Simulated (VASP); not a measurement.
**Se: relaxation of cell and atoms with PBE**

The system is Se.

```
Se
1.0
     4.50714    0.00000    0.00000
    -2.25357    3.90330    0.00000
     0.00000    0.00000    5.11350
Se
3
Direct
  0.77460 0.77460 0.00000
  0.00000 0.22540 0.66667
  0.22540 0.00000 0.33333
```

```
Program                : VASP 6.6.1
Task                   : relaxation of cell and atoms
Functional             : PBE
Potentials or basis    : VASP PAW PBE potentials, release 64 (Se)
Cutoff                 : 650 eV
k mesh                 : 7 × 7 × 6
Occupations            : gaussian, width 0.03 eV
Spin                   : no spin polarisation
Tolerance level        : tight
Purpose                : cell
Passes                 : 3
Further INCAR settings : ALGO = Normal; EDIFF = 1e-07
```

| Quantity | Value |
| --- | --- |
| Relaxed volume | 29.77 Å³/atom |
| Relaxed cell | a = 4.520 Å, b = 4.520 Å, c = 5.047 Å, α = 90.00°, β = 90.00°, γ = 120.00° |
| Space group after relaxing (to 0.1 Å) | P3_121 (No. 152) |
| Energy gained by relaxing | 9.1 meV/atom |
| Ionic steps | 22 |
| Pressure after relaxing | 0.0 GPa |
| Band gap on the k mesh | 1.19 eV (least direct gap 1.40 eV) |

The path:
```csv
step,energy change (eV),largest force (eV/Å),pressure (GPa),volume (Å³)
1,0.0000,0.4620,-1.96,89.96
2,-0.0084,0.3712,1.93,85.26
3,-0.0264,0.0308,0.05,87.32
4,-0.0264,0.0213,0.09,87.27
5,-0.0266,0.0144,0.09,87.38
6,-0.0268,0.0008,0.08,87.59
7,-0.0268,0.0064,0.07,87.70
8,-0.0268,0.0213,-0.06,88.00
9,-0.0268,0.0148,-0.03,87.93
10,-0.0269,0.0146,-0.02,88.02
11,-0.0271,0.0140,-0.01,88.31
12,-0.0272,0.0121,0.03,88.88
13,-0.0272,0.0127,0.02,88.71
14,-0.0272,0.0072,0.02,88.93
15,-0.0273,0.0022,0.01,89.12
16,-0.0273,0.0081,0.01,89.52
17,-0.0273,0.0028,0.01,89.31
18,-0.0273,0.0025,0.01,89.30
19,-0.0273,0.0079,-0.03,89.38
20,-0.0273,0.0006,0.00,89.31
21,-0.0273,0.0006,0.00,89.31
22,-0.0273,0.0006,0.00,89.31
```

Final structure:
```
CELL_PARAMETERS angstrom
4.52032 0.00000 0.00000
-2.26016 3.91471 0.00000
0.00000 0.00000 5.04719
ATOMIC_POSITIONS crystal
Se 0.78083 0.78083 0.00000
Se 0.00000 0.21917 0.66667
Se 0.21917 0.00000 0.33333
```

Levels at points of the mesh, in eV from the valence-band top:
```
           k point  band 6  band 7  band 8  band 9  band 10  band 11  band 12  band 13
(0.00, 0.00, 0.00)   -3.40   -1.83   -1.83   -0.29     1.94     1.94     2.31     5.91
(0.00, 0.00, 0.50)   -3.20   -1.30   -1.30   -0.93     1.36     1.40     1.40     6.53
```

Run time: 26 min on 1 thread of AMD EPYC 7R43 64-Core Processor (Zen 3), with other jobs on the host, peak memory 0.26 GiB.

A k mesh can miss the band edges.
